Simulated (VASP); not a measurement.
Wanted: the native input for a VASP 6.6.1 run.

```yaml
Task: single point
Functional: PBEsol
Potentials_or_basis: VASP PAW PBE potentials, release 64 (Cd, I)
Cutoff: 500 eV
k_mesh: 6 × 6 × 4
Occupations: gaussian, width 0.01 eV
Spin: no spin polarisation
Dipole_correction: no
Further_INCAR_settings: ALGO = Normal; EDIFF = 1e-06; NBANDS = 20
```

The structure of CdI2 lies in POSCAR:

```
CdI2
1.0
    4.2483568949      0.0000000000      0.0000000000
   -2.1241784475      3.6791849954      0.0000000000
    0.0000000000      0.0000000000      6.8844151973
Cd I
1 2
Direct
    0.0000000000      0.0000000000      0.0000000000
    0.3333333333      0.6666666667      0.2495592320
    0.6666666667      0.3333333333      0.7504407680
```

The input as run:

INCAR

```
SYSTEM = CdI2
PREC     = Accurate       ! precision mode
ENCUT    = 500            ! plane-wave cutoff, eV
EDIFF    = 1E-6           ! SCF threshold, eV
ISMEAR   = 0              ! smearing method
SIGMA    = 0.01           ! smearing width, eV
LREAL    = .False.        ! projectors in reciprocal space
LASPH    = .True.         ! aspherical terms in the spheres
NELM     = 120            ! most SCF steps
ALGO     = Normal         ! electronic algorithm
ISIF     = 2              ! what is computed and relaxed
LWAVE    = .False.        ! write WAVECAR
LCHARG   = .False.        ! write CHGCAR
GGA      = PS             ! functional
NBANDS   = 20             ! bands
GGA_COMPAT= .False.
```

KPOINTS

```
regular mesh
0
Gamma
  6 6 4
  0 0 0
```

Potentials or basis: VASP PAW PBE potentials, release 64 (Cd, I).

Run with:

```console
$ cat potpaw_PBE.64/Cd/POTCAR potpaw_PBE.64/I/POTCAR > POTCAR
$ mpirun -np 1 vasp_std > vasp.out
```

It gave:

| Item | Value |
| --- | --- |
| Pressure | -0.5 GPa |
| Largest force | 0.120 eV/Å |
| Band gap on the k mesh | 2.29 eV, indirect (least direct gap 2.49 eV) |

Caveat: the PAW data sets were made with another functional, which shifts forces and pressure a little; spin-orbit coupling is left out, which moves the levels of the heavy elements; this functional lacks dispersion, which binds the layers, so the pressure and a relaxed spacing across them are unreliable.

Run time: 40 s on 1 thread of AMD EPYC 7R43 64-Core Processor (Zen 3), with other jobs on the host, peak memory 0.2 GiB.
